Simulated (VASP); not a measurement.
Zn:

```xyz
2
Lattice="2.6700 0.0000 0.0000 -1.3350 2.3123 0.0000 0.0000 0.0000 4.9660" Properties=species:S:1:pos:R:3 pbc="T T T"
Zn    0.0000    1.5415    1.2415
Zn    1.3350    0.7708    3.7245
```

```yaml
Program: VASP 6.6.1
Task: relaxation of cell and atoms
Functional: LDA
Potentials_or_basis: VASP PAW LDA potentials, release 64 (Zn)
Cutoff: 600 eV
k_mesh: 9 × 9 × 4
Occupations: gaussian, width 0.1 eV
Spin: no spin polarisation
```

At the start: pressure -8.6 GPa; volume 15.33 Å³/atom.

Where does the relaxation end?

Over 12 steps the energy falls by 61.4 meV/atom and the volume is 13.52 Å³/atom (-11.8 %); space group P6_3/mmc (No. 194, to 0.05 Å).

The path:
| step | energy change (eV) | largest force (eV/Å) | pressure (GPa) | volume (Å³) |
| --- | --- | --- | --- | --- |
| 1 | 0.0000 | 0.0000 | -8.60 | 30.66 |
| 2 | -0.1048 | 0.0000 | 0.72 | 27.15 |
| 3 | -0.1053 | 0.0000 | -0.03 | 27.34 |
| 4 | -0.1052 | 0.0000 | -0.30 | 27.40 |
| 5 | -0.1067 | 0.0000 | -0.52 | 27.36 |
| 6 | -0.1153 | 0.0000 | -0.30 | 27.21 |
| 7 | -0.1212 | 0.0000 | 0.45 | 26.90 |
| 8 | -0.1227 | 0.0000 | 0.23 | 27.00 |
| 9 | -0.1227 | 0.0000 | 0.39 | 26.99 |
| 10 | -0.1218 | 0.0000 | -0.79 | 27.25 |
| 11 | -0.1227 | 0.0000 | 0.07 | 27.04 |
| 12 | -0.1227 | 0.0000 | 0.08 | 27.03 |

Final structure:
```cif
data_structure
_symmetry_space_group_name_H-M 'P 1'
_symmetry_Int_Tables_number 1
_cell_length_a 2.5997
_cell_length_b 2.5997
_cell_length_c 4.6190
_cell_angle_alpha 90.000
_cell_angle_beta 90.000
_cell_angle_gamma 120.000
_cell_volume 27.03
loop_
_atom_site_label
_atom_site_type_symbol
_atom_site_fract_x
_atom_site_fract_y
_atom_site_fract_z
_atom_site_occupancy
Zn1 Zn 0.33333 0.66667 0.25000 1
Zn2 Zn 0.66667 0.33333 0.75000 1
```

Caveat: the volume moved by -12 % from the deposited cell, more than functionals usually miss.
